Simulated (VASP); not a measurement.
BiTe: single point with PBEsol

BiTe:

```
Bi Te
1.0
     0.00000    3.19715    3.19715
     3.19715    0.00000    3.19715
     3.19715    3.19715    0.00000
Bi Te
1 1
Direct
  0.00000 0.00000 0.00000
  0.53128 0.53128 0.46872
```

This cell differs from its parent crystal: all Te atoms moved -0.200 Å, as atom 2 towards its neighbour atom 1 (Bi) at 3.197 Å.

* Program: VASP 6.6.1
* Task: single point
* Functional: PBEsol
* Potentials or basis: VASP PAW PBE potentials, release 64 (Bi_d, Te)
* Cutoff: 520 eV
* k mesh: 16 × 16 × 16
* Occupations: gaussian, width 0.15 eV
* Spin: no spin polarisation

```
Pressure               : 0.8 GPa
Largest force          : 0.630 eV/Å
Band gap on the k mesh : zero (an odd number of electrons rules out a gap without spin polarisation)
```

Forces on the atoms (eV/Å):
```
Bi   0.000  0.000  0.630
Te   0.000  0.000 -0.630
```

Stress tensor (GPa, compression positive):
```
0.45 0.00 0.00
0.00 0.45 0.00
0.00 0.00 1.56
```

Levels at points of the mesh, in eV from the Fermi level:
| k point | band 7 | band 8 | band 9 | band 10 | band 11 | band 12 | band 13 | band 14 |
| --- | --- | --- | --- | --- | --- | --- | --- | --- |
| (0.00, 0.00, 0.00) | -8.04 | -2.81 | -2.64 | -2.64 | 1.96 | 1.96 | 2.24 | 4.54 |
| (0.50, 0.00, 0.00) | -11.27 | -2.33 | -2.07 | -1.78 | -0.81 | -0.70 | -0.42 | 7.05 |
| (0.50, 0.50, 0.00) | -10.24 | -5.87 | -4.25 | -4.25 | 1.99 | 3.72 | 3.72 | 5.25 |
| (0.00, 0.50, 0.50) | -9.99 | -5.98 | -4.28 | -4.19 | 1.65 | 3.80 | 3.98 | 5.14 |

It took 2.1 min on 1 thread of Intel(R) Xeon(R) 6975P-C (Granite Rapids) (shared host), peak memory 0.53 GiB.

Caveat: the cell differs from its parent crystal (all Te atoms moved -0.200 Å, as atom 2 towards its neighbour atom 1 (Bi) at 3.197 Å); the PAW data sets were made with another functional, which shifts forces and pressure a little; spin-orbit coupling is left out, which moves the levels of the heavy elements; an odd number of electrons without spin polarisation forces a metal; a magnetic or distorted state may lie lower.
